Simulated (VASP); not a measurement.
# SnS (Pnma) in VASP: density of states with LDA

Aim: the density of states of SnS with LDA.

All numbers are computed with VASP 6.6.1; they aren't measurements. Logs are shortened: lines on timing, memory, paths and dates and some standing lists are left out, and cuts for length are marked.

**1. The cell of the first run**

Symmetry: Pnma, No. 62, orthorhombic system. The conventional cell has a = 11.200 Å, b = 3.987 Å, c = 4.334 Å, α = 90.00°, β = 90.00°, γ = 90.00°. Within 3.5 Å of Sn (site symmetry m) lie 6 S at 2.63 to 3.39 Å and 2 Sn at 3.49 Å. S (site symmetry m) has 6 Sn at 2.63 to 3.39 Å within 3.5 Å.

**2. Density of states, LDA**

Input file POSCAR:

```
SnS
1.0
   11.2000000000      0.0000000000      0.0000000000
    0.0000000000      3.9870000000      0.0000000000
    0.0000000000      0.0000000000      4.3340000000
Sn S
4 4
Direct
    0.1194000000      0.2500000000      0.1198000000
    0.3806000000      0.7500000000      0.6198000000
    0.6194000000      0.2500000000      0.3802000000
    0.8806000000      0.7500000000      0.8802000000
    0.8508000000      0.2500000000      0.4793000000
    0.6492000000      0.7500000000      0.9793000000
    0.3508000000      0.2500000000      0.0207000000
    0.1492000000      0.7500000000      0.5207000000
```

Input file INCAR.step1:

```
SYSTEM = SnS
PREC = Accurate ; ENCUT = 400
EDIFF = 1E-6 ; ISMEAR = 0
SIGMA = 0.01 ; LREAL = .False.
LASPH = .True. ; NELM = 120
ALGO = Normal ; ISIF = 2
LWAVE = .False. ; LCHARG = .True.
GGA = CA ; NBANDS = 50
GGA_COMPAT = .False. ; NEDOS = 2001
LORBIT = 11
```

Input file KPOINTS.step1:

```
regular mesh
0
Gamma
  2 5 5
  0 0 0
```

Input file INCAR.step2:

```
SYSTEM = SnS
PREC = Accurate ; ENCUT = 400
EDIFF = 1E-6 ; ISMEAR = -5
SIGMA = 0.01 ; LREAL = .False.
LASPH = .True. ; NELM = 120
ALGO = Normal ; ISIF = 2
LWAVE = .False. ; LCHARG = .False.
GGA = CA ; LORBIT = 10
NBANDS = 50 ; NEDOS = 2001
ICHARG = 11 ; GGA_COMPAT = .False.
```

Input file KPOINTS.step2:

```
regular mesh
0
Gamma
  3 8 8
  0 0 0
```

Potentials or basis: VASP PAW LDA potentials, release 64 (Sn_d, S).

On the command line:

```
$ cat potpaw_LDA.64/Sn_d/POTCAR potpaw_LDA.64/S/POTCAR > POTCAR
$ cp INCAR.step1 INCAR
$ cp KPOINTS.step1 KPOINTS
$ mpirun -np 1 vasp_std > vasp.out
$ cp INCAR.step2 INCAR
$ cp KPOINTS.step2 KPOINTS
$ mpirun -np 1 vasp_std > vasp.out
```

OUTCAR:

```text
SYSTEM = SnS
   PREC = Accurate
   ENCUT = 400
   EDIFF = 1E-6
   ISMEAR = -5
   LREAL = .False.
   LASPH = .True.
   NELM = 120
   ISIF = 2
   GGA = CA
   LORBIT = 10
   ICHARG = 11

 ion  position               nearest neighbor table
   1  0.119  0.250  0.120-   7 2.63   8 2.67   8 2.67   4 3.49   4 3.49
   2  0.381  0.750  0.620-   8 2.63   7 2.67   7 2.67   3 3.49   3 3.49
   3  0.619  0.250  0.380-   5 2.63   6 2.67   6 2.67   2 3.49   2 3.49
   4  0.881  0.750  0.880-   6 2.63   5 2.67   5 2.67   1 3.49   1 3.49
   5  0.851  0.250  0.479-   3 2.63   4 2.67   4 2.67
   6  0.649  0.750  0.979-   4 2.63   3 2.67   3 2.67
   7  0.351  0.250  0.021-   1 2.63   2 2.67   2 2.67
   8  0.149  0.750  0.521-   2 2.63   1 2.67   1 2.67

  LATTYP: Found a simple orthorhombic cell.
 ALAT       =     3.9870000000
 B/A-ratio  =     1.0870328568
 C/A-ratio  =     2.8091296714

  Lattice vectors:

 A1 = (   0.0000000000,   3.9870000000,   0.0000000000)
 A2 = (   0.0000000000,   0.0000000000,   4.3340000000)
 A3 = (  11.2000000000,   0.0000000000,   0.0000000000)

Analysis of symmetry for initial positions (statically):
=====================================================================
 Subroutine PRICEL returns:
 Original cell was already a primitive cell.

 Routine SETGRP: Setting up the symmetry group for a
 simple orthorhombic supercell.

 Subroutine GETGRP returns: Found  8 space group operations
 (whereof  2 operations were pure point group operations)
 out of a pool of  8 trial point group operations.

The static configuration has the point symmetry S_2 .
 The point group associated with its full space group is D_2h.

Analysis of symmetry for dynamics (positions and initial velocities):
=====================================================================
 Subroutine PRICEL returns:
 Original cell was already a primitive cell.

 Routine SETGRP: Setting up the symmetry group for a
 simple orthorhombic supercell.

 Subroutine GETGRP returns: Found  8 space group operations
 (whereof  2 operations were pure point group operations)
 out of a pool of  8 trial point group operations.

The dynamic configuration has the point symmetry S_2 .
 The point group associated with its full space group is D_2h.

 Subroutine INISYM returns: Found  8 space group operations
[... 111 lines left out ...]
   EDIFF  = 0.1E-05   stopping-criterion for ELM
   LREAL  =      F    real-space projection
[... 7 lines left out ...]
   TEBEG  =    0.0;   TEEND  =   0.0 temperature during run
   PSTRESS=    0.0 pullay stress
   NELECT =      80.0000    total number of electrons
   NUPDOWN=      -1.0000    fix difference up-down
   EMIN   =  10.00;   EMAX   =-10.00  energy-range for DOS
   EFERMI =   0.00;   METHOD = LEGACY
   ISMEAR =    -5;   SIGMA  =   0.01  broadening in eV -4-tet -1-fermi 0-gaus
   EFERMI_NEDOS =   21; number of points for ismear=-14 and -15
   IALGO  =     38    algorithm
   IMIX   =      4    mixing-type and parameters
     AMIX     =   0.40;   BMIX     =  1.00
     AMIX_MAG =   1.60;   BMIX_MAG =  1.00
  volume/ion in A,a.u.               =      24.19       163.25
  Fermi-wavevector in a.u.,A,eV,Ry     =   1.219515  2.304549 20.234810  1.487217
  Thomas-Fermi vector in A             =   2.354764
   LORBIT       =     10    0 simple, 1 ext, 2 COOP (PROOUT), +10 PAW based schemes
   GGA     = CA    functional components
   LHFCALC =     F    Hartree Fock is set to
   AEXX    =    0.0000 exact exchange contribution
   IVDW    =     0    specifies the selected vdW correction
   LEPSILON=     F    determine dielectric tensor
   LRPA    =     F    only Hartree local field effects (RPA)
 non-spin polarized calculation
 Fermi weights with tetrahedron method with Bloechl corrections
  energy-cutoff  :      400.00
  volume of cell :      193.53
 maximum number of plane-waves:      3550
 NGX is ok and might be reduce to    80

 number of electron      80.0000017 magnetization

 Free energy of the ion-electron system (eV)
  ---------------------------------------------------
  ext. energy  EPLUGINS =         0.00000000
  ---------------------------------------------------
  free energy    TOTEN  =       -40.41073641 eV

  energy without entropy =      -40.41073641  energy(sigma->0) =      -40.41073641

 E-fermi :   5.8783     XC(G=0): -10.1568

 val. band max:        5.8771650315   @ k =   0.3333   0.0000   0.5000
 cond. band min:       6.8087408571   @ k =   0.0000   0.0000   0.0000
 fundamental gap:      0.9315758256
 Fermi energy:         5.8782817123

 k-point     1 :       0.0000    0.0000    0.0000
  band No.  band energies     occupation
      1     -15.2165      2.00000
      2     -15.1946      2.00000
      3     -15.1919      2.00000
      4     -15.1820      2.00000
      5     -15.1810      2.00000
      6     -15.1773      2.00000
[... 1261 lines left out ...]
     49      10.3326      0.00000
     50      10.4928      0.00000

 [... further k-points ...]
[... 5 lines left out ...]
  --------------------------------------------------------------------------------------
  -------------------------------------------------------------------------------------
  Total       -2.5747582     -2.8527497     -2.9076808      0.0000000      0.0000000      0.0000000
  in kB      -21.3154188    -23.6168022    -24.0715546      0.0000000      0.0000000      0.0000000
  external PRESSURE =     -23.0012585 kB  Pullay stress =       0.0000000 kB

 VOLUME and BASIS-vectors are now :
 -----------------------------------------------------------------------------
  energy-cutoff  :      400.00
  volume of cell :      193.53
      direct lattice vectors                 reciprocal lattice vectors
    11.200000000  0.000000000  0.000000000     0.089285714  0.000000000  0.000000000
     0.000000000  3.987000000  0.000000000     0.000000000  0.250815149  0.000000000
     0.000000000  0.000000000  4.334000000     0.000000000  0.000000000  0.230733733

 POSITION                                       TOTAL-FORCE (eV/Angst)
 -----------------------------------------------------------------------------------
      1.33728      0.99675      0.51921         0.031882     -0.000000      0.035122
      4.26272      2.99025      2.68621        -0.031882      0.000000      0.035122
      6.93728      0.99675      1.64779         0.031882     -0.000000     -0.035122
      9.86272      2.99025      3.81479        -0.031882      0.000000     -0.035122
      9.52896      0.99675      2.07729         0.016685     -0.000000      0.019209
      7.27104      2.99025      4.24429        -0.016685      0.000000      0.019209
      3.92896      0.99675      0.08971         0.016685     -0.000000     -0.019209
      1.67104      2.99025      2.25671        -0.016685     -0.000000     -0.019209
 -----------------------------------------------------------------------------------
    total drift:                                0.000000     -0.000000     -0.000000

  FREE ENERGIE OF THE ION-ELECTRON SYSTEM (eV)
  ---------------------------------------------------
  free  energy   TOTEN  =       -40.4107364053 eV

  energy  without entropy=      -40.4107364053  energy(sigma->0) =      -40.41073641

 total charge

# of ion       s       p       d       tot
------------------------------------------
    1        1.350   0.768  10.006  12.124
    2        1.350   0.768  10.006  12.124
    3        1.350   0.768  10.006  12.124
    4        1.350   0.768  10.006  12.124
    5        1.354   2.323   0.000   3.676
    6        1.354   2.323   0.000   3.676
    7        1.354   2.323   0.000   3.676
    8        1.354   2.323   0.000   3.676
--------------------------------------------------
tot         10.815  12.362  40.024  63.201
```

OSZICAR.step1:

```text
N       E                     dE             d eps       ncg     rms          rms(c)
DAV:   1     0.816188257974E+03    0.81619E+03   -0.31911E+04  1948   0.184E+03
DAV:   2     0.103355559493E+03   -0.71283E+03   -0.68877E+03  1808   0.539E+02
DAV:   3    -0.316528900197E+02   -0.13501E+03   -0.12864E+03  2148   0.195E+02
DAV:   4    -0.413136408292E+02   -0.96608E+01   -0.94829E+01  2150   0.536E+01
DAV:   5    -0.416905218270E+02   -0.37688E+00   -0.37596E+00  2226   0.109E+01    0.115E+01
DAV:   6    -0.404432931641E+02    0.12472E+01   -0.24463E+00  2494   0.784E+00    0.757E+00
DAV:   7    -0.404155832040E+02    0.27710E-01   -0.83598E-01  2300   0.314E+00    0.248E+00
DAV:   8    -0.403993617421E+02    0.16221E-01   -0.93164E-02  2472   0.182E+00    0.455E-01
DAV:   9    -0.403986998325E+02    0.66191E-03   -0.11315E-02  2238   0.623E-01    0.135E-01
DAV:  10    -0.403986809281E+02    0.18904E-04   -0.94781E-04  2552   0.156E-01    0.821E-02
DAV:  11    -0.403986953929E+02   -0.14465E-04   -0.22781E-04  2478   0.700E-02    0.309E-02
DAV:  12    -0.403986842640E+02    0.11129E-04   -0.55025E-05  2328   0.364E-02    0.106E-02
DAV:  13    -0.403986844669E+02   -0.20286E-06   -0.59589E-06  1802   0.144E-02
   1 F= -.40398684E+02 E0= -.40398684E+02  d E =-.115568E-16
```

It took 4 min on 1 thread of Intel Xeon Platinum 8259CL at 2.50GHz (Skylake/Cascade Lake), shared host; peak memory 0.35 GiB.

What came out:

```
Valence electrons inside the program's atomic spheres : Sn 12.12; S 3.68
```

Levels at points of the mesh, in eV from the valence-band top:
| k point | band 37 | band 38 | band 39 | band 40 | band 41 | band 42 | band 43 | band 44 |
| --- | --- | --- | --- | --- | --- | --- | --- | --- |
| (0.00, 0.00, 0.00) | -1.78 | -1.10 | -0.68 | -0.43 | 0.93 | 2.94 | 2.97 | 3.04 |
| (0.00, 0.50, 0.00) | -0.93 | -0.93 | -0.84 | -0.84 | 1.28 | 1.28 | 1.68 | 1.68 |
| (0.00, 0.00, 0.50) | -0.89 | -0.89 | -0.04 | -0.04 | 1.50 | 1.50 | 2.01 | 2.01 |
| (0.00, 0.50, 0.50) | -2.31 | -2.31 | -1.36 | -1.36 | 2.83 | 2.83 | 3.04 | 3.04 |

Caveat: spin-orbit coupling is left out, which moves the levels of the heavy elements.
